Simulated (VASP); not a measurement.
Here is a VASP 6.6.1 calculation.

Contents of INCAR:

```
SYSTEM = BN
ALGO = Normal
EDIFF = 1E-6
ENCUT = 600
GGA = PE
GGA_COMPAT = .False.
ISIF = 2
ISMEAR = 0
IVDW = 13
LASPH = .True.
LCHARG = .False.
LREAL = .False.
LWAVE = .False.
NBANDS = 16
NELM = 120
PREC = Accurate
SIGMA = 0.01
```

The input KPOINTS:

```
k-points
0
Gamma
  6 6 2
  0 0 0
```

File POSCAR:

```
BN
1.0
    2.4982400000      0.0000000000      0.0000000000
   -1.2491200000      2.1635393000      0.0000000000
    0.0000000000      0.0000000000      6.6357000000
B N
2 2
Direct
    0.3333333333      0.6666666667      0.2500000000
    0.6666666667      0.3333333333      0.7500000000
    0.3333333333      0.6666666667      0.7800000000
    0.6666666667      0.3333333333      0.2500000000
```

Potentials or basis: VASP PAW PBE potentials, release 64 (B, N).

The run is started by

```bash
$ cat potpaw_PBE.64/B/POTCAR potpaw_PBE.64/N/POTCAR > POTCAR
$ mpirun -np 1 vasp_std > vasp.out
```

**Question.** Estimate the band gap on the k mesh.

**Answer.** 4.09 eV, indirect (least direct gap 4.43 eV).

**Question.** What does it give for the dispersion energy per atom?

**Answer.** -0.161 eV.

**Question.** Predict the pressure.

**Answer.** 1.1 GPa.

**Question.** What does it give for the largest force?

**Answer.** 2.730 eV/Å.

Forces in eV/Å, atoms in the order of the input:
```
B    0.000  0.000 -0.149
B    0.000  0.000  2.647
N    0.000  0.000 -2.730
N    0.000  0.000  0.232
```

Caveat: the k points lie up to 0.48 Å⁻¹ apart; forces of over 1 eV/Å act on the atoms, so gaps and moduli don't describe the material at rest. Expect the measured gap to be larger: semilocal functionals such as PBE lack the derivative discontinuity.
